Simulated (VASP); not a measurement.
Write the native input for VASP 6.6.1 that does the following.

| Item | Value |
| --- | --- |
| Task | single point |
| Functional | PBEsol |
| Potentials or basis | VASP PAW PBE potentials, release 64 (Mg) |
| Cutoff | 600 eV |
| k mesh | 10 × 10 × 5 |
| Occupations | fermi-dirac, width 0.025 eV |
| Spin | no spin polarisation |
| Dipole correction | no |
| Further INCAR settings | ALGO = Normal; EDIFF = 1e-06; NBANDS = 9 |

The structure of Mg lies in POSCAR:

```
Mg
1.0
    3.2093000000      0.0000000000      0.0000000000
   -1.6046500000      2.7793353284      0.0000000000
    0.0000000000      0.0000000000      5.2103000000
Mg
2
Direct
    0.6666666667      0.3333333333      0.7500000000
    0.3333333333      0.6666666667      0.2500000000
```

One way to write it, as run:

INCAR

```
SYSTEM = Mg
  PREC = Accurate
  ENCUT = 600
  EDIFF = 1E-6
  ISMEAR = -1
  SIGMA = 0.025
  LREAL = .FALSE.
  LASPH = .TRUE.
  NELM = 120
  ALGO = Normal
  ISIF = 2
  LWAVE = .FALSE.
  LCHARG = .FALSE.
  GGA = PS
  NBANDS = 9
  GGA_COMPAT = .FALSE.
```

KPOINTS

```
Automatic mesh
0
G
  10 10 5
  0 0 0
```

Potentials or basis: VASP PAW PBE potentials, release 64 (Mg).

Run with:

```bash
$ cat potpaw_PBE.64/Mg/POTCAR > POTCAR
$ mpirun -np 1 vasp_std > vasp.out
```

It gave:

```
Pressure               : -1.1 GPa
Band gap on the k mesh : zero (band 2 reaches 3.19 eV, above the bottom of band 3 at 1.29 eV)
```

Caveat: the PAW data sets were made with another functional, which shifts forces and pressure a little.

It took 18 s on 1 thread of AMD EPYC 7R43 64-Core Processor (Zen 3), with other jobs on the host, peak memory 0.14 GiB.
